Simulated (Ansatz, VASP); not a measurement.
## One calculation of Al2O3, two programs

```xyz
20
Lattice="-7.4711 7.4711 4.5221 7.4711 -7.4711 4.5221 7.4711 7.4711 -4.5221" Properties=species:S:1:pos:R:3 pbc="T T T"
Al    0.0000   12.7112    0.3800
Al    0.0000    2.2310    0.3800
Al    2.2310    7.4711    2.6410
Al   -2.2310    7.4711    2.6410
Al    0.0000    5.2401    1.8810
Al    0.0000    9.7020    1.8810
Al    5.2401    7.4711    4.1421
Al   -5.2401    7.4711    4.1421
O     0.0000   11.2066    1.1305
O     6.0060    6.0060    4.5221
O    -6.0060    6.0060    4.5221
O     0.0000    3.7355    1.1305
O     6.0060   -6.0060    4.5221
O     1.4651    1.4651    0.0000
O     1.4651    6.0060    2.2610
O     1.4651    8.9362    2.2610
O     3.7355    7.4711    3.3915
O    -1.4651    6.0060    2.2610
O    -1.4651    8.9362    2.2610
O    -3.7355    7.4711    3.3915
```

Alike in both runs: functional PBE; k mesh 2 × 2 × 2; occupations gaussian, width 0.1 eV; no spin polarisation.

Ansatz relaxed the structure, and its values are those at the end. VASP's run is a single point on that final structure, the one shown.

|  | VASP | Ansatz |
| --- | --- | --- |
| version | VASP 6.6.1 | Ansatz 0.2.0 |
| potentials or method | VASP PAW PBE potentials, release 64 (Al, O), cutoff 520 eV | scalar-relativistic, plane waves, PAW |
| valence electrons in the cell | 96 | 96 |

|  | VASP | Ansatz | Ansatz less VASP |
| --- | --- | --- | --- |
| gap on the k mesh at the Fermi level (eV) | 3.68 | 3.69 | +0.012 |
| least direct gap on the mesh (eV) | 3.68 | 3.69 | +0.012 |
| pressure (GPa) | 0.0 | 0.0 | -0.02 |
| rms of the force components (eV/Å) | 0.009 | 0.015 | +0.0059 |

With one functional, cell and mesh, what is left measures potentials, basis and numerics.
